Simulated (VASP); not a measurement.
# MgS in VASP: a series of runs

MgS is run at these levels: PBE; tasks: single point.

All numbers are computed with VASP 6.6.1; they aren't measurements. Logs are shortened: lines on timing, memory, paths and dates and some standing lists are left out, and cuts for length are marked.

## 1. The cell of the first run

It takes space group P-6m2 (No. 187, hexagonal). The conventional cell has a = 3.658 Å, b = 3.658 Å, c = 3.349 Å, α = 90.00°, β = 90.00°, γ = 120.00°. Mg (site symmetry -6m2) has 6 S at 2.70 Å and 2 Mg at 3.35 Å within 3.6 Å. S (site symmetry -6m2) has 6 Mg at 2.70 Å and 2 S at 3.35 Å within 3.6 Å.

## 2. Single point, PBE

INCAR reads:

```
PREC = Accurate
ENCUT = 520
EDIFF = 1E-7
ISMEAR = -1
SIGMA = 0.05
LREAL = False
LASPH = True
NELM = 100
ALGO = Normal
ISIF = 2
LWAVE = False
LCHARG = False
GGA = PE
NBANDS = 11
```

KPOINTS reads:

```
regular mesh
0
Gamma
  9 9 8
```

POSCAR reads:

```
MgS
1.0
    3.6584274228      0.0000000000      0.0000000000
   -1.8292086456      3.1682912981      0.0000000000
    0.0000000000      0.0000000000      3.3487552511
Mg S
1 1
Direct
    0.0000000000      0.0000000000      0.5000000000
    0.6666700000      0.3333300000      0.0000000000
```

Potentials or basis: VASP PAW PBE potentials, release 64 (Mg, S).

Started as:

```bash
$ cat potpaw_PBE.64/Mg/POTCAR potpaw_PBE.64/S/POTCAR > POTCAR
$ mpirun -np 1 vasp_std > vasp.out
```

OUTCAR:

```text
PREC = Accurate
   ENCUT = 520
   EDIFF = 1E-7
   ISMEAR = -1
   LREAL = False
   LASPH = True
   NELM = 100
   ISIF = 2
   GGA = PE

 ion  position               nearest neighbor table
   1  0.000  0.000  0.500-   2 2.70   2 2.70   2 2.70   2 2.70   2 2.70   2 2.70
   2  0.667  0.333  0.000-   1 2.70   1 2.70   1 2.70   1 2.70   1 2.70   1 2.70

  LATTYP: Found a hexagonal cell.
 ALAT       =     3.6584274228
 C/A-ratio  =     0.9153537474

  Lattice vectors:

 A1 = (   3.6584274228,   0.0000000000,   0.0000000000)
 A2 = (  -1.8292086456,   3.1682912981,   0.0000000000)
 A3 = (   0.0000000000,   0.0000000000,   3.3487552511)

Analysis of symmetry for initial positions (statically):
=====================================================================
 Subroutine PRICEL returns:
 Original cell was already a primitive cell.

 Routine SETGRP: Setting up the symmetry group for a
 hexagonal supercell.

 Subroutine GETGRP returns: Found  4 space group operations
 (whereof  4 operations were pure point group operations)
 out of a pool of 24 trial point group operations.

The static configuration has the point symmetry C_2v.

Analysis of symmetry for dynamics (positions and initial velocities):
=====================================================================
 Subroutine PRICEL returns:
 Original cell was already a primitive cell.

 Routine SETGRP: Setting up the symmetry group for a
 hexagonal supercell.

 Subroutine GETGRP returns: Found  4 space group operations
 (whereof  4 operations were pure point group operations)
 out of a pool of 24 trial point group operations.

The dynamic configuration has the point symmetry C_2v.

 Subroutine INISYM returns: Found  4 space group operations
 (whereof  4 operations are pure point group operations),
 and found     1 'primitive' translations

----------------------------------------------------------------------------------------

                                     Primitive cell

  volume of cell :      38.8153

  direct lattice vectors                    reciprocal lattice vectors
     3.658427423  0.000000000  0.000000000     0.273341489  0.157813335  0.000000000
    -1.829208646  3.168291298  0.000000000     0.000000000  0.315627544  0.000000000
     0.000000000  0.000000000  3.348755251     0.000000000  0.000000000  0.298618419

[... 82 lines left out ...]
   NELM   =    100;   NELMIN=  2; NELMDL= -5     # of ELM steps
   EDIFF  = 0.1E-06   stopping-criterion for ELM
   LREAL  =      F    real-space projection
   EDIFFG = 0.1E-05   stopping-criterion for IOM
   NSW    =      0    number of steps for IOM
   IBRION =     -1    ionic relax: 0-MD 1-quasi-New 2-CG
   NFREE  =      0    steps in history (QN), initial steepest desc. (CG)
   ISIF   =      2    stress and relaxation
   ISYM   =      2    0-nonsym 1-usesym 2-fastsym
   POTIM  = 0.5000    time-step for ionic-motion
   TEBEG  =    0.0;   TEEND  =   0.0 temperature during run
   PSTRESS=    0.0 pullay stress
   NELECT =       8.0000    total number of electrons
   NUPDOWN=      -1.0000    fix difference up-down
   EMIN   =  10.00;   EMAX   =-10.00  energy-range for DOS
   EFERMI =   0.00;   METHOD = LEGACY
   ISMEAR =    -1;   SIGMA  =   0.05  broadening in eV -4-tet -1-fermi 0-gaus
   EFERMI_NEDOS =   21; number of points for ismear=-14 and -15
   IALGO  =     38    algorithm
   IMIX   =      4    mixing-type and parameters
     AMIX     =   0.40;   BMIX     =  1.00
     AMIX_MAG =   1.60;   BMIX_MAG =  1.00
  volume/ion in A,a.u.               =      19.41       130.97
  Fermi-wavevector in a.u.,A,eV,Ry     =   0.967024  1.827410 12.723285  0.935135
  Thomas-Fermi vector in A             =   2.096875
   LORBIT       =      0    0 simple, 1 ext, 2 COOP (PROOUT), +10 PAW based schemes
   GGA     = PE    functional components
[... 5 lines left out ...]
 non-spin polarized calculation
  energy-cutoff  :      520.00
  volume of cell :       38.82
 maximum number of plane-waves:      1065
   NGX = 13   NGY = 13   NGZ = 13

 number of electron       8.0000000 magnetization

 Free energy of the ion-electron system (eV)
  ---------------------------------------------------
  ext. energy  EPLUGINS =         0.00000000
  ---------------------------------------------------
  free energy    TOTEN  =        -7.98789434 eV

  energy without entropy =       -7.98789424  energy(sigma->0) =       -7.98789429

 E-fermi :   4.2931     XC(G=0):  -9.2605

 val. band max:        3.6377664572   @ k =   0.3333   0.3333   0.0000
 cond. band min:       4.9546948057   @ k =   0.4444  -0.0000   0.5000
 fundamental gap:      1.3169283485
 Fermi energy:         4.2930697901

 k-point     1 :       0.0000    0.0000    0.0000
  band No.  band energies     occupation
      1      -9.2072      2.00000
      2       2.8675      2.00000
      3       2.8676      2.00000
      4       2.9119      2.00000
      5       5.4498      0.00000
      6       9.0936      0.00000
      7      10.6523      0.00000
      8      10.6524      0.00000
      9      14.5999      0.00000
     10      16.9892      0.00000
     11      17.3661      0.00000
[... 309 lines left out ...]
 k-point    24 :       0.4444    0.3333    0.0000
  band No.  band energies     occupation
      1      -8.1477      2.00000
      2      -0.9370      2.00000
      3       0.5384      2.00000
      4       3.5946      2.00000
      5       8.8691      0.00000
      6      10.0579      0.00000
      7      11.1372      0.00000
      8      12.4855      0.00000
      9      13.9457      0.00000
     10      14.0872      0.00000
     11      15.3316      0.00000

 [... further k-points ...]

------------------------ aborting loop because EDIFF is reached ----------------------------------------

  FORCE on cell =-STRESS in cart. coord.  units (eV):
  Direction    XX          YY          ZZ          XY          YZ          ZX
  --------------------------------------------------------------------------------------
  -------------------------------------------------------------------------------------
  Total       -0.5998394     -0.5998423     -0.8048652     -0.0000034      0.0000000      0.0000000
  in kB      -24.7595426    -24.7596626    -33.2223815     -0.0001407      0.0000000      0.0000000
  external PRESSURE =     -27.5805289 kB  Pullay stress =       0.0000000 kB

 VOLUME and BASIS-vectors are now :
 -----------------------------------------------------------------------------
  energy-cutoff  :      520.00
  volume of cell :       38.82
      direct lattice vectors                 reciprocal lattice vectors
     3.658427423  0.000000000  0.000000000     0.273341489  0.157813335  0.000000000
    -1.829208646  3.168291298  0.000000000     0.000000000  0.315627544  0.000000000
     0.000000000  0.000000000  3.348755251     0.000000000  0.000000000  0.298618419

 POSITION                                       TOTAL-FORCE (eV/Angst)
 -----------------------------------------------------------------------------------
      0.00000      0.00000      1.67438         0.000034     -0.000020      0.000000
      1.82923      1.05609      0.00000        -0.000034      0.000020      0.000000
 -----------------------------------------------------------------------------------
    total drift:                               -0.000008     -0.000008      0.000000

  FREE ENERGIE OF THE ION-ELECTRON SYSTEM (eV)
  ---------------------------------------------------
  free  energy   TOTEN  =        -7.9878943419 eV

  energy  without entropy=       -7.9878942440  energy(sigma->0) =       -7.98789429
```

Run time: 19 s. Hardware: 1 thread of Intel Xeon 6975P-C (Granite Rapids), shared host; peak memory 0.19 GiB.

Results:

- Free energy: -7.9879 eV
- Pressure: -2.8 GPa
- Band gap on the k mesh: 1.32 eV, indirect (least direct gap 2.21 eV)

Stress tensor (GPa, compression positive):
```
-2.48  0.00  0.00
 0.00 -2.48  0.00
 0.00  0.00 -3.32
```

A k mesh can miss the band edges. PBE gaps usually lie below the measured ones, often by a third to a half.

## 3. Single point, PBE

This run uses another cell than the first one, of 19.78 Å³/atom, 1.019 times its volume.

INCAR reads:

```
ALGO = Normal ; EDIFF = 1E-7
ENCUT = 520 ; GGA = PE
ISIF = 2 ; ISMEAR = -1
LASPH = True ; LCHARG = True
LELF = True ; LREAL = False
LVHAR = True ; LWAVE = False
NBANDS = 11 ; NELM = 100
PREC = Accurate ; SIGMA = 0.05
```

KPOINTS reads:

```
k-points
0
Gamma
  9 9 8
```

POSCAR reads:

```
MgS
1.0
    3.6817301366      0.0000000000      0.0000000000
   -1.8408599702      3.1884720415      0.0000000000
    0.0000000000      0.0000000000      3.3700854774
Mg S
1 1
Direct
    0.0000000000      0.0000000000      0.5000000000
    0.6666700000      0.3333300000      0.0000000000
```

Potentials or basis: VASP PAW PBE potentials, release 64 (Mg, S).

Started as:

```bash
$ cat potpaw_PBE.64/Mg/POTCAR potpaw_PBE.64/S/POTCAR > POTCAR
$ mpirun -np 1 vasp_std > vasp.out
```

OUTCAR:

```text
EDIFF = 1E-7
   ENCUT = 520
   GGA = PE
   ISIF = 2
   ISMEAR = -1
   LASPH = True
   LREAL = False
   NELM = 100
   PREC = Accurate

 ion  position               nearest neighbor table
   1  0.000  0.000  0.500-   2 2.71   2 2.71   2 2.71   2 2.71   2 2.71   2 2.71
   2  0.667  0.333  0.000-   1 2.71   1 2.71   1 2.71   1 2.71   1 2.71   1 2.71

  LATTYP: Found a hexagonal cell.
 ALAT       =     3.6817301366
 C/A-ratio  =     0.9153537474

  Lattice vectors:

 A1 = (   3.6817301366,   0.0000000000,   0.0000000000)
 A2 = (  -1.8408599702,   3.1884720415,   0.0000000000)
 A3 = (   0.0000000000,   0.0000000000,   3.3700854774)

Analysis of symmetry for initial positions (statically):
=====================================================================
 Subroutine PRICEL returns:
 Original cell was already a primitive cell.

 Routine SETGRP: Setting up the symmetry group for a
 hexagonal supercell.

 Subroutine GETGRP returns: Found  4 space group operations
 (whereof  4 operations were pure point group operations)
 out of a pool of 24 trial point group operations.

The static configuration has the point symmetry C_2v.

Analysis of symmetry for dynamics (positions and initial velocities):
=====================================================================
 Subroutine PRICEL returns:
 Original cell was already a primitive cell.

 Routine SETGRP: Setting up the symmetry group for a
 hexagonal supercell.

 Subroutine GETGRP returns: Found  4 space group operations
 (whereof  4 operations were pure point group operations)
 out of a pool of 24 trial point group operations.

The dynamic configuration has the point symmetry C_2v.

 Subroutine INISYM returns: Found  4 space group operations
 (whereof  4 operations are pure point group operations),
 and found     1 'primitive' translations

[... 115 lines left out ...]
  volume/ion in A,a.u.               =      19.78       133.49
  Fermi-wavevector in a.u.,A,eV,Ry     =   0.960903  1.815844 12.562736  0.923335
  Thomas-Fermi vector in A             =   2.090228
   LORBIT       =      0    0 simple, 1 ext, 2 COOP (PROOUT), +10 PAW based schemes
   GGA     = PE    functional components
[... 5 lines left out ...]
 non-spin polarized calculation
  energy-cutoff  :      520.00
  volume of cell :       39.56
 maximum number of plane-waves:      1083
   NGX = 13   NGY = 13   NGZ = 13

 number of electron       8.0000000 magnetization

 Free energy of the ion-electron system (eV)
  ---------------------------------------------------
  ext. energy  EPLUGINS =         0.00000000
  ---------------------------------------------------
  free energy    TOTEN  =        -7.97265264 eV

  energy without entropy =       -7.97265255  energy(sigma->0) =       -7.97265260

 E-fermi :   4.1387     XC(G=0):  -9.1856

 val. band max:        3.4729286360   @ k =   0.3333   0.3333   0.0000
 cond. band min:       4.8091296424   @ k =   0.4444   0.0000   0.5000
 fundamental gap:      1.3362010063
 Fermi energy:         4.1386683460

 k-point     1 :       0.0000    0.0000    0.0000
  band No.  band energies     occupation
      1      -9.2648      2.00000
      2       2.7229      2.00000
      3       2.7230      2.00000
      4       2.7635      2.00000
      5       5.1852      0.00000
      6       8.9697      0.00000
      7      10.4730      0.00000
      8      10.4731      0.00000
      9      14.3685      0.00000
     10      16.6329      0.00000
     11      17.1374      0.00000
[... 309 lines left out ...]
 k-point    24 :       0.4444    0.3333    0.0000
  band No.  band energies     occupation
      1      -8.2461      2.00000
      2      -1.0077      2.00000
      3       0.4500      2.00000
      4       3.4309      2.00000
      5       8.6428      0.00000
      6       9.8297      0.00000
      7      10.8856      0.00000
      8      12.2691      0.00000
      9      13.6838      0.00000
     10      13.8870      0.00000
     11      15.0759      0.00000

 [... further k-points ...]

------------------------ aborting loop because EDIFF is reached ----------------------------------------

  FORCE on cell =-STRESS in cart. coord.  units (eV):
  Direction    XX          YY          ZZ          XY          YZ          ZX
  --------------------------------------------------------------------------------------
  -------------------------------------------------------------------------------------
  Total       -0.8473020     -0.8472993     -1.1395881      0.0000011      0.0000000      0.0000000
  in kB      -34.3141565    -34.3140474    -46.1511994      0.0000436      0.0000000      0.0000000
  external PRESSURE =     -38.2598011 kB  Pullay stress =       0.0000000 kB

 VOLUME and BASIS-vectors are now :
 -----------------------------------------------------------------------------
  energy-cutoff  :      520.00
  volume of cell :       39.56
      direct lattice vectors                 reciprocal lattice vectors
     3.681730137  0.000000000  0.000000000     0.271611433  0.156814489  0.000000000
    -1.840859970  3.188472041  0.000000000     0.000000000  0.313629847  0.000000000
     0.000000000  0.000000000  3.370085477     0.000000000  0.000000000  0.296728379

 POSITION                                       TOTAL-FORCE (eV/Angst)
 -----------------------------------------------------------------------------------
      0.00000      0.00000      1.68504         0.000030     -0.000017      0.000000
      1.84089      1.06281      0.00000        -0.000030      0.000017      0.000000
 -----------------------------------------------------------------------------------
    total drift:                               -0.000006     -0.000009      0.000000

  FREE ENERGIE OF THE ION-ELECTRON SYSTEM (eV)
  ---------------------------------------------------
  free  energy   TOTEN  =        -7.9726526373 eV

  energy  without entropy=       -7.9726525543  energy(sigma->0) =       -7.97265260
```

OSZICAR:

```text
N       E                     dE             d eps       ncg     rms          rms(c)
DAV:   1     0.229146340173E+02    0.22915E+02   -0.33338E+03  2750   0.588E+02
DAV:   2    -0.687713701181E+01   -0.29792E+02   -0.28074E+02  3362   0.979E+01
DAV:   3    -0.854345009351E+01   -0.16663E+01   -0.16632E+01  3436   0.249E+01
DAV:   4    -0.855460901125E+01   -0.11159E-01   -0.11158E-01  3252   0.248E+00
DAV:   5    -0.855472660495E+01   -0.11759E-03   -0.11759E-03  3499   0.254E-01    0.441E+00
DAV:   6    -0.803627224087E+01    0.51845E+00   -0.11118E+00  3058   0.398E+00    0.331E+00
DAV:   7    -0.797592999407E+01    0.60342E-01   -0.27823E-01  3351   0.217E+00    0.229E+00
DAV:   8    -0.797366228607E+01    0.22677E-02   -0.24394E-02  2962   0.897E-01    0.121E+00
DAV:   9    -0.797260512926E+01    0.10572E-02   -0.22624E-03  3134   0.243E-01    0.448E-01
DAV:  10    -0.797263565492E+01   -0.30526E-04   -0.30597E-04  3173   0.851E-02    0.621E-02
DAV:  11    -0.797265368966E+01   -0.18035E-04   -0.31771E-05  3131   0.278E-02    0.512E-02
DAV:  12    -0.797265318213E+01    0.50753E-06   -0.20336E-06  3222   0.669E-03    0.204E-02
DAV:  13    -0.797265259548E+01    0.58665E-06   -0.78955E-07  3240   0.385E-03    0.150E-03
DAV:  14    -0.797265263726E+01   -0.41785E-07   -0.13467E-08  1612   0.733E-04
   1 F= -.79726526E+01 E0= -.79726526E+01  d E =-.829120E-07
```

stdout:

```text
POSCAR found type information on POSCAR MgS
 POSCAR found :  2 types and       2 ions
 scaLAPACK will be used
 LDA part: xc-table for (Slater+PW92), standard interpolation
 POSCAR, INCAR and KPOINTS ok, starting setup
 FFT: planning ... GRIDC
 FFT: planning ... GRID_SOFT
 FFT: planning ... GRID
 WAVECAR not read
 entering main loop
```

It took 20 s on 1 thread of Intel Xeon 6975P-C (Granite Rapids), shared host; peak memory 0.19 GiB.

What came out:

| Item | Value |
| --- | --- |
| Free energy | -7.9727 eV |
| Pressure | -3.8 GPa |
| Band gap on the k mesh | 1.34 eV, indirect (least direct gap 2.20 eV) |

Stress tensor (GPa, compression positive):
```
-3.43  0.00  0.00
 0.00 -3.43  0.00
 0.00  0.00 -4.62
```

A k mesh can miss the band edges. A hybrid or GW would open this gap; PBE tends to underestimate it.

[end of part 1 of 2]
